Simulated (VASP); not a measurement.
**Y: single point with PBE+D3(BJ)**

Crystal: Y.

```
Y
1.0
     2.93032    0.00000    0.00000
    -1.46516    2.53773    0.00000
     0.00000    0.00000    4.86587
Y
2
Cartesian
  0.0000 1.6918 1.2165
  1.4652 0.8459 3.6494
```

```
Program             : VASP 6.6.1
Task                : single point
Functional          : PBE
Dispersion          : D3(BJ)
Potentials or basis : VASP PAW PBE potentials, release 64 (Y_sv)
Cutoff              : 520 eV
k mesh              : 14 × 14 × 7
Occupations         : fermi-dirac, width 0.05 eV
Spin                : no spin polarisation
```

- Pressure: 50.3 GPa
- Band gap on the k mesh: zero (bands 11 and 12 overlap by 2.58 eV)
- Dispersion energy per atom: -0.623 eV

Stress tensor (GPa, compression positive):
```
50.49  0.00  0.00
 0.00 50.49  0.00
 0.00  0.00 49.98
```

Levels at points of the mesh, in eV from the Fermi level:
```tsv
k point	band 9	band 10	band 11	band 12	band 13	band 14
(0.00, 0.00, 0.00)	-4.75	-2.81	1.88	2.19	2.19	3.22
(0.50, 0.00, 0.00)	-2.94	-2.31	-1.87	1.96	2.27	2.46
```

It took 31 s on 1 thread of Intel(R) Xeon(R) Platinum 8488C (Sapphire Rapids) (shared host), peak memory 0.21 GiB.

Caveat: three body term missing; the cell stands under pressure.
